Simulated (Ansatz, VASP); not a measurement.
## One calculation of Pt, two programs

```
Pt
1.0
     2.76067    0.00000    0.00000
    -1.38033    2.39081    0.00000
     0.00000    0.00000    4.79213
Pt
2
Direct
  0.66667 0.33333 0.75000
  0.33333 0.66667 0.25000
```

Alike in both runs: task single point; functional r2SCAN; k mesh 14 × 14 × 7; no spin polarisation.

|  | VASP | Ansatz |
| --- | --- | --- |
| version | VASP 6.6.1 | Ansatz 0.2.0 |
| potentials or method | VASP PAW PBE potentials, release 64 (Pt), cutoff 520 eV | plane waves, PAW |
| occupations | methfessel-paxton of order 1, width 0.25 eV | cold, width 0.25 eV |
| valence electrons in the cell | 20 | 36 |

|  | VASP | Ansatz | Ansatz less VASP |
| --- | --- | --- | --- |
| pressure (GPa) | -6.1 | -6.7 | -0.57 |
| traceless stress, the component that is largest in VASP (GPa) | 0.67 | 0.86 | +0.196 |

VASP's potentials were made for PBE, not for r2SCAN. VASP's potentials hold 20 valence electrons a cell and Ansatz's 36, so a difference there can come from the potentials and not from the codes.

Spin-orbit coupling is off throughout.
